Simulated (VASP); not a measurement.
# HfC: single point with PBE

The system is HfC.

```
Hf C
1.0
     3.34997    0.00000    0.00000
    -1.67498    2.90116    0.00000
     0.00000    0.00000    5.26845
Hf C
2 2
Direct
  0.33333 0.66667 0.25000
  0.66667 0.33333 0.75000
  0.00000 0.00000 0.00000
  0.00000 0.00000 0.50000
```

- Program: VASP 6.6.1
- Task: single point
- Functional: PBE
- Potentials or basis: VASP PAW PBE potentials, release 64 (Hf_pv, C)
- Cutoff: 520 eV
- k mesh: 12 × 12 × 8
- Occupations: gaussian, width 0.05 eV
- Spin: no spin polarisation
- Dipole correction: no
- Further INCAR settings: ALGO = Normal; EDIFF = 1e-06; NBANDS = 22

```
Pressure               : -5.1 GPa
Band gap on the k mesh : zero (bands 14 and 15 overlap by 1.34 eV)
```

Levels at points of the mesh, in eV from the Fermi level:
```csv
k point,band 11,band 12,band 13,band 14,band 15,band 16,band 17,band 18
"(0.00, 0.00, 0.00)",-3.08,-1.26,-1.26,0.91,1.36,1.36,1.87,1.87
"(0.50, 0.00, 0.00)",-3.48,-3.41,-1.82,-1.19,1.21,4.16,4.53,4.61
"(0.00, 0.00, 0.50)",-2.64,-2.64,-2.64,-2.64,3.79,3.79,3.79,3.79
"(0.50, 0.00, 0.50)",-3.08,-3.08,-2.43,-2.43,1.17,1.17,4.59,4.59
```

It took 92 s on 1 thread of Intel(R) Xeon(R) Platinum 8375C CPU @ 2.90GHz (Ice Lake), on a shared host, peak memory 0.24 GiB.

Caveat: the cell stands under tension; spin-orbit coupling is left out, which moves the levels of the heavy elements.
